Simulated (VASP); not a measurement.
# Ge (R-3) in VASP: single point with PBEsol

Aim: the single point of Ge with PBEsol.

All numbers are computed with VASP 6.6.1; they aren't measurements. Logs are shortened: lines on timing, memory, paths and dates and some standing lists are left out, and cuts for length are marked.

## (1) The cell of the first run

Symmetry: R-3, No. 148, trigonal system. The conventional cell has a = 9.848 Å, b = 9.848 Å, c = 5.507 Å, α = 90.00°, β = 90.00°, γ = 120.00°. Ge (site symmetry 3) has 4 Ge at 2.38 to 2.48 Å within 3.1 Å. Within 3.2 Å of Ge (site symmetry 1) lie 4 Ge at 2.40 to 2.48 Å.

## (2) Single point, PBEsol

Input file INCAR:

```
SYSTEM = Ge
PREC = Accurate ; ENCUT = 520
EDIFF = 1E-6 ; ISMEAR = 0
SIGMA = 0.15 ; LREAL = .False.
LASPH = .True. ; NELM = 80
ALGO = Normal ; ISIF = 2
LWAVE = .False. ; LCHARG = .False.
GGA = PS ; NBANDS = 66
```

Input file KPOINTS:

```
regular mesh
0
Gamma
  9 9 9
  0 0 0
```

Input file POSCAR:

```
Ge
1.0
    4.9238848631      2.8428062512      1.8355333333
   -4.9238848631      2.8428062512      1.8355333333
    0.0000000000     -5.6856125024      1.8355333333
Ge
8
Direct
    0.7160166262      0.7160166262      0.7160166262
    0.2839833738      0.2839833738      0.2839833738
    0.0302911486      0.7262027915      0.5337905696
    0.5337905696      0.0302911486      0.7262027915
    0.7262027915      0.5337905696      0.0302911486
    0.9697088514      0.2737972085      0.4662094304
    0.4662094304      0.9697088514      0.2737972085
    0.2737972085      0.4662094304      0.9697088514
```

Potentials or basis: VASP PAW PBE potentials, release 64 (Ge_d).

On the command line:

```console
cat potpaw_PBE.64/Ge_d/POTCAR > POTCAR
mpirun -np 1 vasp_std > vasp.out
```

OUTCAR:

```text
SYSTEM = Ge
   PREC = Accurate
   ENCUT = 520
   EDIFF = 1E-6
   ISMEAR = 0
   LREAL = .False.
   LASPH = .True.
   NELM = 80
   ISIF = 2
   GGA = PS

 ion  position               nearest neighbor table
   1  0.716  0.716  0.716-   2 2.38   4 2.48   3 2.48   5 2.48
   2  0.284  0.284  0.284-   1 2.38   7 2.48   6 2.48   8 2.48
   3  0.030  0.726  0.534-   4 2.40   5 2.40   6 2.45   1 2.48
   4  0.534  0.030  0.726-   5 2.40   3 2.40   7 2.45   1 2.48
   5  0.726  0.534  0.030-   4 2.40   3 2.40   8 2.45   1 2.48
   6  0.970  0.274  0.466-   7 2.40   8 2.40   3 2.45   2 2.48
   7  0.466  0.970  0.274-   8 2.40   6 2.40   4 2.45   2 2.48
   8  0.274  0.466  0.970-   7 2.40   6 2.40   5 2.45   2 2.48

  LATTYP: Found a trigonal (rhomboedric) cell.
 ALAT       =     5.9745604143
 COS(alpha) =    -0.3584193518

  Lattice vectors:

 A1 = (   4.9238848631,   2.8428062512,   1.8355333333)
 A2 = (  -4.9238848631,   2.8428062512,   1.8355333333)
 A3 = (   0.0000000000,  -5.6856125024,   1.8355333333)

Analysis of symmetry for initial positions (statically):
=====================================================================
 Subroutine PRICEL returns:
 Original cell was already a primitive cell.

 Routine SETGRP: Setting up the symmetry group for a
 trigonal (rhombohedral) supercell.

 Subroutine GETGRP returns: Found  6 space group operations
 (whereof  6 operations were pure point group operations)
 out of a pool of 12 trial point group operations.

The static configuration has the point symmetry S_6 .

Analysis of symmetry for dynamics (positions and initial velocities):
=====================================================================
 Subroutine PRICEL returns:
 Original cell was already a primitive cell.

 Routine SETGRP: Setting up the symmetry group for a
 trigonal (rhombohedral) supercell.

 Subroutine GETGRP returns: Found  6 space group operations
 (whereof  6 operations were pure point group operations)
 out of a pool of 12 trial point group operations.

The dynamic configuration has the point symmetry S_6 .

 Subroutine INISYM returns: Found  6 space group operations
 (whereof  6 operations are pure point group operations),
 and found     1 'primitive' translations

----------------------------------------------------------------------------------------

                                     Primitive cell

  volume of cell :     154.1589

  direct lattice vectors                    reciprocal lattice vectors
     4.923884863  2.842806251  1.835533333     0.101545835  0.058627515  0.181600262
    -4.923884863  2.842806251  1.835533333    -0.101545835  0.058627515  0.181600262
     0.000000000 -5.685612502  1.835533333     0.000000000 -0.117255030  0.181600262

  length of vectors
     5.974560414  5.974560414  5.974560414     0.216165208  0.216165208  0.216165208

  position of ions in fractional coordinates (direct lattice)
     0.716016626  0.716016626  0.716016626
     0.283983374  0.283983374  0.283983374
     0.030291149  0.726202792  0.533790570
     0.533790570  0.030291149  0.726202792
     0.726202792  0.533790570  0.030291149
     0.969708851  0.273797208  0.466209430
     0.466209430  0.969708851  0.273797208
     0.273797208  0.466209430  0.969708851

  ion indices of the primitive-cell ions
   primitive index   ion index
                 1           1
                 2           2
                 3           3
                 4           4
                 5           5
                 6           6
                 7           7
                 8           8

----------------------------------------------------------------------------------------

 KPOINTS: regular mesh

Automatic generation of k-mesh.
 Grid dimensions read from file:
 generate k-points for:    9    9    9

 Generating k-lattice:

  Cartesian coordinates                     Fractional coordinates (reciprocal lattice)
     0.011282871  0.006514168  0.020177807     0.111111111 -0.000000000  0.000000000
    -0.011282871  0.006514168  0.020177807    -0.000000000  0.111111111  0.000000000
     0.000000000 -0.013028337  0.020177807     0.000000000  0.000000000  0.111111111

  Length of vectors
     0.024018356  0.024018356  0.024018356

  Shift w.r.t. Gamma in fractional coordinates (k-lattice)
     0.000000000  0.000000000  0.000000000

 Subroutine IBZKPT returns following result:
 ===========================================

 Found    125 irreducible k-points:

 Following reciprocal coordinates:
            Coordinates               Weight
  0.000000  0.000000  0.000000      1.000000
  0.111111 -0.000000 -0.000000      6.000000
  0.222222 -0.000000  0.000000      6.000000
  0.333333  0.000000  0.000000      6.000000
  0.444444 -0.000000  0.000000      6.000000
  0.111111  0.111111 -0.000000      6.000000
[... 16 lines left out ...]
  0.444444  0.222222  0.000000      6.000000
 -0.444444 -0.000000 -0.222222      6.000000
 [... further k-points ...]
   k-points           NKPTS =    125   k-points in BZ     NKDIM =    125   number of bands    NBANDS=     66
   number of dos      NEDOS =    301   number of ions     NIONS =      8
   total plane-waves  NPLWV = 110592
   dimension x,y,z NGX =    48 NGY =   48 NGZ =   48
   dimension x,y,z NGXF=    96 NGYF=   96 NGZF=   96
   ions per type =               8
   NGX,Y,Z   is equivalent  to a cutoff of  13.36, 13.36, 13.36 a.u.
   NGXF,Y,Z  is equivalent  to a cutoff of  26.71, 26.71, 26.71 a.u.
 SYSTEM =  Ge
   PREC   = accura    normal or accurate (medium, high low for compatibility)
   ISTART =      0    job   : 0-new  1-cont  2-samecut
   ICHARG =      2    charge: 1-file 2-atom 10-const
   ISPIN  =      1    spin polarized calculation?
   LNONCOLLINEAR =      F non collinear calculations
   LSORBIT =      F    spin-orbit coupling
   LASPH  =      T    aspherical Exc in radial PAW
   ENCUT  =  520.0 eV  38.22 Ry    6.18 a.u.  11.11 11.11 11.11*2*pi/ulx,y,z
   NELM   =     80;   NELMIN=  2; NELMDL= -5     # of ELM steps
   EDIFF  = 0.1E-05   stopping-criterion for ELM
   LREAL  =      F    real-space projection
   EDIFFG = 0.1E-04   stopping-criterion for IOM
   NSW    =      0    number of steps for IOM
   IBRION =     -1    ionic relax: 0-MD 1-quasi-New 2-CG
   NFREE  =      0    steps in history (QN), initial steepest desc. (CG)
   ISIF   =      2    stress and relaxation
   ISYM   =      2    0-nonsym 1-usesym 2-fastsym
   POTIM  = 0.5000    time-step for ionic-motion
   TEBEG  =    0.0;   TEEND  =   0.0 temperature during run
   PSTRESS=    0.0 pullay stress
   NELECT =     112.0000    total number of electrons
   NUPDOWN=      -1.0000    fix difference up-down
   EMIN   =  10.00;   EMAX   =-10.00  energy-range for DOS
   EFERMI =   0.00;   METHOD = LEGACY
   ISMEAR =     0;   SIGMA  =   0.15  broadening in eV -4-tet -1-fermi 0-gaus
   EFERMI_NEDOS =   21; number of points for ismear=-14 and -15
   IALGO  =     38    algorithm
   IMIX   =      4    mixing-type and parameters
     AMIX     =   0.40;   BMIX     =  1.00
     AMIX_MAG =   1.60;   BMIX_MAG =  1.00
  volume/ion in A,a.u.               =      19.27       130.04
  Fermi-wavevector in a.u.,A,eV,Ry     =   1.471718  2.781144 29.469593  2.165954
  Thomas-Fermi vector in A             =   2.586820
   LORBIT       =      0    0 simple, 1 ext, 2 COOP (PROOUT), +10 PAW based schemes
   GGA     = PS    functional components
   LHFCALC =     F    Hartree Fock is set to
   AEXX    =    0.0000 exact exchange contribution
   IVDW    =     0    specifies the selected vdW correction
   LEPSILON=     F    determine dielectric tensor
   LRPA    =     F    only Hartree local field effects (RPA)
 non-spin polarized calculation
 Gauss-broadening in eV      SIGMA  =   0.15
  energy-cutoff  :      520.00
  volume of cell :      154.16
 maximum number of plane-waves:      4192
 NGX is ok and might be reduce to    48
   NGX = 23   NGY = 23   NGZ = 23

 number of electron     111.9999995 magnetization

 Free energy of the ion-electron system (eV)
  ---------------------------------------------------
  ext. energy  EPLUGINS =         0.00000000
  ---------------------------------------------------
  free energy    TOTEN  =       -38.22549712 eV

  energy without entropy =      -38.21433760  energy(sigma->0) =      -38.21991736

 E-fermi :   6.2384     XC(G=0): -11.1086

 val. band max:        6.2000943280   @ k =  -0.2222   0.3333   0.2222
 cond. band min:       6.2661574526   @ k =   0.4444  -0.0000   0.0000
 fundamental gap:      0.0660631246
 Fermi energy:         6.2384160539

 k-point     1 :       0.0000    0.0000    0.0000
  band No.  band energies     occupation
      1     -18.5357      2.00000
      2     -18.5224      2.00000
      3     -18.5224      2.00000
      4     -18.4989      2.00000
      5     -18.4989      2.00000
      6     -18.4842      2.00000
[... 58 lines left out ...]
     65      12.0366      0.00000
     66      12.9044      0.00000

 k-point     2 :       0.1111   -0.0000   -0.0000
  band No.  band energies     occupation
      1     -18.5339      2.00000
      2     -18.5221      2.00000
      3     -18.5204      2.00000
      4     -18.5014      2.00000
      5     -18.4974      2.00000
      6     -18.4839      2.00000
[... 58 lines left out ...]
     65      11.7993      0.00000
     66      12.2369      0.00000

 k-point     3 :       0.2222   -0.0000    0.0000
  band No.  band energies     occupation
      1     -18.5292      2.00000
      2     -18.5207      2.00000
      3     -18.5150      2.00000
      4     -18.5064      2.00000
      5     -18.4935      2.00000
      6     -18.4845      2.00000
[... 1438 lines left out ...]
     65      10.9838      0.00000
     66      11.4118      0.00000

 k-point    24 :      -0.4444   -0.0000   -0.2222
  band No.  band energies     occupation
      1     -18.5283      2.00000
      2     -18.5197      2.00000
      3     -18.5090      2.00000
      4     -18.5039      2.00000
      5     -18.4847      2.00000
      6     -18.4723      2.00000
[... 58 lines left out ...]
     65      11.0783      0.00000
     66      11.3107      0.00000

 [... further k-points ...]

------------------------ aborting loop because EDIFF is reached ----------------------------------------

  FORCE on cell =-STRESS in cart. coord.  units (eV):
  Direction    XX          YY          ZZ          XY          YZ          ZX
  --------------------------------------------------------------------------------------
  -------------------------------------------------------------------------------------
  Total        2.0931752      2.0931752     11.9077979     -0.0000001      0.0000000      0.0000000
  in kB       21.7544186     21.7544186    123.7580228     -0.0000012      0.0000000      0.0000000
  external PRESSURE =      55.7556200 kB  Pullay stress =       0.0000000 kB

 VOLUME and BASIS-vectors are now :
 -----------------------------------------------------------------------------
  energy-cutoff  :      520.00
  volume of cell :      154.16
      direct lattice vectors                 reciprocal lattice vectors
     4.923884863  2.842806251  1.835533333     0.101545835  0.058627515  0.181600262
    -4.923884863  2.842806251  1.835533333    -0.101545835  0.058627515  0.181600262
     0.000000000 -5.685612502  1.835533333     0.000000000 -0.117255030  0.181600262

 POSITION                                       TOTAL-FORCE (eV/Angst)
 -----------------------------------------------------------------------------------
      0.00000      0.00000      3.94282         0.000000      0.000000      0.965533
      0.00000      0.00000      1.56378         0.000000      0.000000     -0.965533
     -3.42659     -0.88436      2.36836        -0.138903     -0.431513      0.106084
      2.47917     -2.52533      2.36836         0.443153      0.095462      0.106084
      0.94742      3.40969      2.36836        -0.304249      0.336050      0.106084
      3.42659      0.88436      3.13824         0.138903      0.431513     -0.106084
     -2.47917      2.52533      3.13824        -0.443153     -0.095462     -0.106084
     -0.94742     -3.40969      3.13824         0.304249     -0.336050     -0.106084
 -----------------------------------------------------------------------------------
    total drift:                                0.000000      0.000000     -0.000000

  FREE ENERGIE OF THE ION-ELECTRON SYSTEM (eV)
  ---------------------------------------------------
  free  energy   TOTEN  =       -38.2254971199 eV

  energy  without entropy=      -38.2143375973  energy(sigma->0) =      -38.21991736
```

Run time: 21 min. Hardware: 1 thread of Intel Xeon Platinum 8488C (Sapphire Rapids), shared host; peak memory 0.91 GiB.

What came out:

- Free energy: -38.2255 eV
- Pressure: 5.6 GPa
- Largest force: 0.966 eV/Å
- Band gap on the k mesh: zero (band 56 reaches 6.50 eV, above the bottom of band 57 at 6.19 eV)

Forces in eV/Å, atoms in the order of the input:
```
Ge   0.000  0.000  0.966
Ge   0.000  0.000 -0.966
Ge  -0.139 -0.432  0.106
Ge   0.443  0.095  0.106
Ge  -0.304  0.336  0.106
Ge   0.139  0.432 -0.106
Ge  -0.443 -0.095 -0.106
Ge   0.304 -0.336 -0.106
```

Stress tensor (GPa, compression positive):
```
 2.18  0.00  0.00
 0.00  2.18  0.00
 0.00  0.00 12.38
```

Caveat: the PAW data sets were made with another functional, which shifts forces and pressure a little.
